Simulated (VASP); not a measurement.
Wanted: the native input for a VASP 6.6.1 run.

```yaml
Task: single point
Functional: r2SCAN
Potentials_or_basis: VASP PAW PBE potentials, release 64 (B, P)
Cutoff: 520 eV
k_mesh: 10 × 10 × 10
Occupations: gaussian, width 0.05 eV
Spin: no spin polarisation
Dipole_correction: no
Further_INCAR_settings: ALGO = Normal; EDIFF = 1e-06; NBANDS = 11
```

Crystal: BP.

```
CELL_PARAMETERS angstrom
0.00000 2.31438 2.26900
2.26900 0.00000 2.26900
2.26900 2.31438 0.00000
ATOMIC_POSITIONS crystal
B 0.00000 0.00000 0.00000
P 0.75000 0.75000 0.75000
```

This cell differs from its parent crystal: strain +0.0200 x Voigt [0, 1, 0, 0, 0, 0].

The input as run:

POSCAR

```
BP
1.0
    0.0000000000      2.3143800000      2.2690000000
    2.2690000000      0.0000000000      2.2690000000
    2.2690000000      2.3143800000      0.0000000000
B P
1 1
Direct
    0.0000000000      0.0000000000      0.0000000000
    0.7500000000      0.7500000000      0.7500000000
```

INCAR.step1

```
SYSTEM = BP
PREC = Accurate
ENCUT = 520
ISMEAR = 0
SIGMA = 0.05
LREAL = .FALSE.
LASPH = .TRUE.
NELM = 60
NBANDS = 11
GGA = PE
ALGO = Normal
EDIFF = 1E-4
LWAVE = .TRUE.
LCHARG = .FALSE.
```

INCAR.step2

```
SYSTEM = BP
PREC = Accurate
ENCUT = 520
EDIFF = 1E-6
ISMEAR = 0
SIGMA = 0.05
LREAL = .FALSE.
LASPH = .TRUE.
NELM = 60
ALGO = Normal
ISIF = 2
LWAVE = .FALSE.
LCHARG = .TRUE.
METAGGA = R2SCAN
LMIXTAU = .TRUE.
LELF = .TRUE.
LVHAR = .TRUE.
NBANDS = 11
ISTART = 1
```

KPOINTS

```
regular mesh
0
G
  10 10 10
  0 0 0
```

Potentials or basis: VASP PAW PBE potentials, release 64 (B, P).

Run with:

```sh
$ cat potpaw_PBE.64/B/POTCAR potpaw_PBE.64/P/POTCAR > POTCAR
$ cp INCAR.step1 INCAR
$ mpirun -np 1 vasp_std > vasp.out
$ cp INCAR.step2 INCAR
$ mpirun -np 1 vasp_std > vasp.out
```

Results of the run:

```
Pressure               : -3.9 GPa
Band gap on the k mesh : 1.32 eV, indirect (least direct gap 3.50 eV)
```

Caveat: the cell differs from its parent crystal (strain +0.0200 x Voigt [0, 1, 0, 0, 0, 0]); the PAW data sets were made with another functional, which shifts forces and pressure a little.

It took 2.7 min on 1 thread of AMD EPYC 7R13, on a shared host, peak memory 0.12 GiB.
